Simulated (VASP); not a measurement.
Write the native input for VASP 6.6.1 that does the following.

- Task: single point
- Functional: LDA
- Potentials or basis: VASP PAW LDA potentials, release 64 (Si)
- Cutoff: 520 eV
- k mesh: 10 × 10 × 4
- Occupations: gaussian, width 0.03 eV
- Spin: no spin polarisation
- Dipole correction: no
- Further INCAR settings: ALGO = Normal; EDIFF = 1e-06; NBANDS = 36

The structure of Si lies in POSCAR:

```
Si
1.0
    1.8996669547     -5.3205939305      0.0000000000
    1.8996669547      5.3205939305      0.0000000000
    0.0000000000      0.0000000000     12.5702440454
Si
12
Direct
    0.7570666288      0.2429333712      0.9449750226
    0.2429333712      0.7570666288      0.0550249774
    0.7570666288      0.2429333712      0.5550249774
    0.2429333712      0.7570666288      0.4449750226
    0.4287015211      0.5712984789      0.1572276936
    0.5712984789      0.4287015211      0.8427723064
    0.4287015211      0.5712984789      0.3427723064
    0.5712984789      0.4287015211      0.6572276936
    0.9711041075      0.0288958925      0.9092746508
    0.0288958925      0.9711041075      0.0907253492
    0.9711041075      0.0288958925      0.5907253492
    0.0288958925      0.9711041075      0.4092746508
```

The input as run:

INCAR

```
SYSTEM = Si
PREC = Accurate ; ENCUT = 520
EDIFF = 1E-6 ; ISMEAR = 0
SIGMA = 0.03 ; LREAL = .False.
LASPH = .True. ; NELM = 100
ALGO = Normal ; ISIF = 2
LWAVE = .False. ; LCHARG = .False.
GGA = CA ; NBANDS = 36
```

KPOINTS

```
regular mesh
0
Gamma
  10 10 4
  0 0 0
```

Potentials or basis: VASP PAW LDA potentials, release 64 (Si).

Run with:

```sh
$ cat potpaw_LDA.64/Si/POTCAR > POTCAR
$ mpirun -np 1 vasp_std > vasp.out
```

It gave:

```yaml
Pressure: 0.1 GPa
Largest_force: 0.005 eV/Å
Band_gap_on_the_k_mesh: 0.38 eV (least direct gap 0.47 eV)
```

Caveat: semilocal functionals underestimate gaps, and a narrow one can read as zero.

It took 8.3 min on 1 thread of Intel(R) Xeon(R) 6975P-C (Granite Rapids), with other jobs on the host, peak memory 0.68 GiB.
